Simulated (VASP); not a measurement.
# AlN (P6_3mc) in VASP: a series of runs

Aim: see how the results for AlN move with the level of theory and the settings. Levels: HSE06, PBE. Tasks: single point.

Everything below comes from runs of VASP 6.6.1. Logs are shortened: lines on timing, memory, paths and dates and some standing lists are left out, and cuts for length are marked.

**1. The cell of the first run**

The structure is hexagonal, space group P6_3mc (No. 186). The conventional cell has a = 3.231 Å, b = 3.231 Å, c = 5.178 Å, α = 90.00°, β = 90.00°, γ = 120.00°. Al (site symmetry 3m) has 4 N at 1.96 to 1.97 Å within 2.6 Å. Within 2.6 Å of N (site symmetry 3m) lie 4 Al at 1.96 to 1.97 Å.

**2. Single point, HSE06 (strain +4.0%)**

The input, POSCAR:

```
AlN
1.0
    3.2309615106      0.0000000000      0.0000000000
   -1.6154807553      2.7980947468      0.0000000000
    0.0000000000      0.0000000000      5.1777352140
Al N
2 2
Direct
    0.3333333333      0.6666666667     -0.0028649891
    0.6666666667      0.3333333333      0.4971350109
    0.3333333333      0.6666666667      0.3778649891
    0.6666666667      0.3333333333      0.8778649891
```

The input, INCAR.step1:

```
PREC     = Accurate       # precision mode
ENCUT    = 520            # plane-wave cutoff, eV
EDIFF    = 1E-5           # SCF threshold, eV
ISMEAR   = 0              # smearing method
SIGMA    = 0.01           # smearing width, eV
LREAL    = F              # projectors in reciprocal space
LASPH    = T              # aspherical terms in the spheres
NELM     = 60             # most SCF steps
ALGO     = Normal         # electronic algorithm
ISIF     = 2              # what is computed and relaxed
LWAVE    = T              # write WAVECAR
LCHARG   = F              # write CHGCAR
GGA      = PE             # functional
NBANDS   = 16             # bands
```

The input, INCAR.step2:

```
PREC     = Accurate       # precision mode
ENCUT    = 520            # plane-wave cutoff, eV
EDIFF    = 1E-7           # SCF threshold, eV
ISMEAR   = 0              # smearing method
SIGMA    = 0.01           # smearing width, eV
LREAL    = F              # projectors in reciprocal space
LASPH    = T              # aspherical terms in the spheres
NELM     = 60             # most SCF steps
ALGO     = Normal         # electronic algorithm
ISIF     = 2              # what is computed and relaxed
LWAVE    = F              # write WAVECAR
LCHARG   = F              # write CHGCAR
GGA      = PE             # functional
LHFCALC  = T              # exact exchange
HFSCREEN = 0.2079         # screening, 1/A
PRECFOCK = Normal       
ISTART   = 1            
NBANDS   = 16             # bands
```

The input, KPOINTS:

```
regular mesh
0
Gamma
  6 6 4
```

Potentials or basis: VASP PAW PBE potentials, release 64 (Al, N).

On the command line:

```sh
$ cat potpaw_PBE.64/Al/POTCAR potpaw_PBE.64/N/POTCAR > POTCAR
$ cp INCAR.step1 INCAR
$ mpirun -np 1 vasp_std > vasp.out
$ cp INCAR.step2 INCAR
$ mpirun -np 1 vasp_std > vasp.out
```

OUTCAR:

```text
PREC = Accurate
   ENCUT = 520
   EDIFF = 1E-7
   ISMEAR = 0
   LREAL = F
   LASPH = T
   NELM = 60
   ISIF = 2
   GGA = PE
   LHFCALC = T
   HFSCREEN = 0.2079
   PRECFOCK = Normal
   ISTART = 1

 ion  position               nearest neighbor table
   1  0.333  0.667  0.997-   4 1.96   4 1.96   4 1.96   3 1.97   2 3.19   2 3.19   2 3.19   2 3.19
                             2 3.19   2 3.19
   2  0.667  0.333  0.497-   3 1.96   3 1.96   3 1.96   4 1.97   1 3.19   1 3.19   1 3.19   1 3.19
                             1 3.19   1 3.19
   3  0.333  0.667  0.378-   2 1.96   2 1.96   2 1.96   1 1.97
   4  0.667  0.333  0.878-   1 1.96   1 1.96   1 1.96   2 1.97

  LATTYP: Found a hexagonal cell.
 ALAT       =     3.2309615106
 C/A-ratio  =     1.6025369529

  Lattice vectors:

 A1 = (   3.2309615106,   0.0000000000,   0.0000000000)
 A2 = (  -1.6154807553,   2.7980947468,   0.0000000000)
 A3 = (   0.0000000000,   0.0000000000,   5.1777352140)

Analysis of symmetry for initial positions (statically):
=====================================================================
 Subroutine PRICEL returns:
 Original cell was already a primitive cell.

 Routine SETGRP: Setting up the symmetry group for a
 hexagonal supercell.

 Subroutine GETGRP returns: Found 12 space group operations
 (whereof  6 operations were pure point group operations)
 out of a pool of 24 trial point group operations.

The static configuration has the point symmetry C_3v.
 The point group associated with its full space group is C_6v.

Analysis of symmetry for dynamics (positions and initial velocities):
=====================================================================
 Subroutine PRICEL returns:
 Original cell was already a primitive cell.

 Routine SETGRP: Setting up the symmetry group for a
 hexagonal supercell.

 Subroutine GETGRP returns: Found 12 space group operations
 (whereof  6 operations were pure point group operations)
 out of a pool of 24 trial point group operations.

The dynamic configuration has the point symmetry C_3v.
 The point group associated with its full space group is C_6v.

 Subroutine INISYM returns: Found 12 space group operations
 (whereof  6 operations are pure point group operations),
 and found     1 'primitive' translations

----------------------------------------------------------------------------------------

                                     Primitive cell

  volume of cell :      46.8095

  direct lattice vectors                    reciprocal lattice vectors
     3.230961511  0.000000000  0.000000000     0.309505389  0.178693020  0.000000000
    -1.615480755  2.798094747  0.000000000     0.000000000  0.357386040  0.000000000
     0.000000000  0.000000000  5.177735214     0.000000000  0.000000000  0.193134635

  length of vectors
     3.230961511  3.230961511  5.177735214     0.357386040  0.357386040  0.193134635

  position of ions in fractional coordinates (direct lattice)
     0.333333333  0.666666667  0.997135011
     0.666666667  0.333333333  0.497135011
     0.333333333  0.666666667  0.377864989
     0.666666667  0.333333333  0.877864989

  ion indices of the primitive-cell ions
   primitive index   ion index
                 1           1
                 2           2
                 3           3
                 4           4

----------------------------------------------------------------------------------------

 KPOINTS: regular mesh

Automatic generation of k-mesh.
 Grid dimensions read from file:
 generate k-points for:    6    6    4

 Generating k-lattice:

  Cartesian coordinates                     Fractional coordinates (reciprocal lattice)
     0.051584232  0.029782170  0.000000000     0.166666667  0.000000000  0.000000000
     0.000000000  0.059564340  0.000000000     0.000000000  0.166666667  0.000000000
     0.000000000  0.000000000  0.048283659     0.000000000  0.000000000  0.250000000

  Length of vectors
     0.059564340  0.059564340  0.048283659

  Shift w.r.t. Gamma in fractional coordinates (k-lattice)
     0.000000000  0.000000000  0.000000000

[... 39 lines left out ...]
 non-spin polarized calculation
 Gauss-broadening in eV      SIGMA  =   0.01
  energy-cutoff  :      520.00
  volume of cell :       46.81
 maximum number of plane-waves:      1290
  NGX = 20; NGY = 20; NGZ = 30

 number of electron      16.0000004 magnetization

 Free energy of the ion-electron system (eV)
  ---------------------------------------------------
  ext. energy  EPLUGINS =         0.00000000
  ---------------------------------------------------
  free energy    TOTEN  =       -34.51916482 eV

  energy without entropy =      -34.51916482  energy(sigma->0) =      -34.51916482

 E-fermi :   4.2674     XC(G=0):  -8.6177

 val. band max:        4.2255232497   @ k =   0.0000   0.0000   0.0000
 cond. band min:       8.7258774353   @ k =   0.0000   0.0000   0.0000
 fundamental gap:      4.5003541856
 Fermi energy:         4.2673961778

 k-point     1 :       0.0000    0.0000    0.0000
  band No.  band energies     occupation
      1     -11.7814      2.00000
      2      -9.8491      2.00000
      3      -1.7493      2.00000
      4       3.3526      2.00000
      5       3.3526      2.00000
      6       4.0454      2.00000
[... 8 lines left out ...]
     15      17.9912      0.00000
     16      17.9912      0.00000

 k-point     2 :       0.1667    0.0000    0.0000
  band No.  band energies     occupation
      1     -11.4585      2.00000
      2      -9.6787      2.00000
      3      -1.3351      2.00000
      4       1.9349      2.00000
      5       2.6904      2.00000
      6       2.9652      2.00000
[... 8 lines left out ...]
     15      17.3850      0.00000
     16      17.9380      0.00000

 k-point     3 :       0.3333    0.0000    0.0000
  band No.  band energies     occupation
      1     -10.6393      2.00000
      2      -9.3797      2.00000
      3      -0.3737      2.00000
      4      -0.1137      2.00000
      5       0.8284      2.00000
      6       2.3671      2.00000
[... 8 lines left out ...]
     15      16.9874      0.00000
     16      19.3561      0.00000
[... 305 lines left out ...]
 k-point    20 :       0.3333    0.1667    0.5000
  band No.  band energies     occupation
      1      -9.6842      2.00000
      2      -9.6842      2.00000
      3      -0.9734      2.00000
      4      -0.9734      2.00000
      5       1.6494      2.00000
      6       1.6494      2.00000
[... 8 lines left out ...]
     15      18.4226      0.00000
     16      18.4226      0.00000

 k-point    21 :       0.3333    0.3333    0.5000
  band No.  band energies     occupation
      1      -9.4904      2.00000
      2      -9.4904      2.00000
      3      -0.7040      2.00000
      4      -0.7040      2.00000
      5       0.4969      2.00000
      6       0.4969      2.00000
[... 8 lines left out ...]
     15      19.0019      0.00000
     16      19.0019      0.00000

------------------------ aborting loop because EDIFF is reached ----------------------------------------

  FORCE on cell =-STRESS in cart. coord.  units (eV):
  Direction    XX          YY          ZZ          XY          YZ          ZX
  --------------------------------------------------------------------------------------
  -------------------------------------------------------------------------------------
  Total       -6.1354154     -6.1354154     -5.7287052      0.0000000      0.0000000     -0.0000000
  in kB     -210.0005912   -210.0005912   -196.0798749      0.0000000      0.0000000     -0.0000000
  external PRESSURE =    -205.3603524 kB  Pullay stress =       0.0000000 kB

 VOLUME and BASIS-vectors are now :
 -----------------------------------------------------------------------------
  energy-cutoff  :      520.00
  volume of cell :       46.81
      direct lattice vectors                 reciprocal lattice vectors
     3.230961511  0.000000000  0.000000000     0.309505389  0.178693020  0.000000000
    -1.615480755  2.798094747  0.000000000     0.000000000  0.357386040  0.000000000
     0.000000000  0.000000000  5.177735214     0.000000000  0.000000000  0.193134635

 POSITION                                       TOTAL-FORCE (eV/Angst)
 -----------------------------------------------------------------------------------
     -0.00000      1.86540      5.16290         0.000000     -0.000000     -0.006953
      1.61548      0.93270      2.57403        -0.000000     -0.000000     -0.006953
     -0.00000      1.86540      1.95648         0.000000     -0.000000      0.006953
      1.61548      0.93270      4.54535        -0.000000      0.000000      0.006953
 -----------------------------------------------------------------------------------
    total drift:                                0.000000      0.000000      0.000666

  FREE ENERGIE OF THE ION-ELECTRON SYSTEM (eV)
  ---------------------------------------------------
  free  energy   TOTEN  =       -34.5191648161 eV

  energy  without entropy=      -34.5191648161  energy(sigma->0) =      -34.51916482
```

Run time: 44 min. Hardware: 1 thread of AMD EPYC 7R43 (Zen 3), shared host; peak memory 0.23 GiB.

What came out:

```yaml
Free_energy: -34.5192 eV
Pressure: -20.5 GPa
Largest_force: 0.007 eV/Å
Band_gap_on_the_k_mesh: 4.50 eV
```

Forces on the atoms (eV/Å):
```
Al   0.000  0.000 -0.007
Al   0.000  0.000 -0.007
N    0.000  0.000  0.007
N    0.000  0.000  0.007
```

Stress tensor (GPa, compression positive):
```
-21.00   0.00   0.00
  0.00 -21.00   0.00
  0.00   0.00 -19.61
```

Caveat: the cell differs from its parent crystal (strain +4.0%); the cell stands under tension; the PAW data sets were made with another functional, which shifts forces and pressure a little.

[end of part 1 of 2]
